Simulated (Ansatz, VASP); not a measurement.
## Os in VASP and in Ansatz

```xyz
2
Lattice="2.7701 0.0000 0.0000 -1.3850 2.3990 0.0000 0.0000 0.0000 4.3765" Properties=species:S:1:pos:R:3 pbc="T T T"
Os    1.3850    0.7997    3.2824
Os    0.0000    1.5993    1.0941
```

Alike in both runs: task single point; functional PBEsol; dispersion D3(BJ); k mesh 11 × 11 × 6; occupations fermi-dirac, width 0.05 eV; no spin polarisation.

|  | VASP | Ansatz |
| --- | --- | --- |
| version | VASP 6.6.1 | Ansatz 0.2.0 |
| potentials or method | VASP PAW PBE potentials, release 64 (Os) | Ansatz PAW |
| plane-wave cutoff (eV) | 520 | 420 |
| valence electrons in the cell | 16 | 32 |

Ansatz gave:

| Quantity | Value |
| --- | --- |
| gap on the k mesh at the Fermi level (eV) | none |
| pressure (GPa) | -24.7 |
| traceless stress, the component that is largest in VASP (GPa) | -0.68 |

Q: What did VASP give for the same quantities?

A: gap on the k mesh at the Fermi level (eV): none; pressure (GPa): -24.8; traceless stress, the component that is largest in VASP (GPa): -0.75.

VASP's potentials were made for PBE, not for PBEsol. A gap of «none» marks a metal or a gap that the smearing closes. VASP's potentials hold 16 valence electrons a cell and Ansatz's 32, so a difference there can come from the potentials and not from the codes.

Neither program's run includes spin-orbit coupling.
